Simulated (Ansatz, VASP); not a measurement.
## BN: VASP beside Ansatz

```
B N
1.0
     3.01071    0.00000    0.00000
     0.00000    3.01071    0.00000
     0.00000    0.00000    5.72867
B N
4 4
Cartesian
  0.4450 1.5054 1.4322
  1.5054 2.5658 2.8643
  1.5054 0.4450 0.0000
  2.5658 1.5054 4.2965
  0.0000 1.7700 2.8643
  1.2407 0.0000 1.4322
  1.7700 0.0000 4.2965
  0.0000 1.2407 0.0000
```

Alike in both runs: task relaxation of cell and atoms; functional PBE; k mesh 12 × 12 × 6; occupations gaussian, width 0.01 eV; no spin polarisation.

|  | VASP | Ansatz |
| --- | --- | --- |
| version | VASP 6.6.1 | Ansatz 0.2.0 |
| potentials or method | VASP PAW PBE potentials, release 64 (B, N), cutoff 600 eV | scalar-relativistic, plane waves, PAW |
| valence electrons in the cell | 32 | 32 |

|  | VASP | Ansatz | Ansatz less VASP |
| --- | --- | --- | --- |
| gap on the k mesh at the Fermi level, each at its own relaxed structure (eV) | 0.05 | 0.06 | +0.009 |
| relaxed volume (Å³/atom) | 6.50 | 6.50 | +0.001 |
| relaxed cell length with the largest relative difference (Å) | 5.732 | 5.731 | -0.0016 |
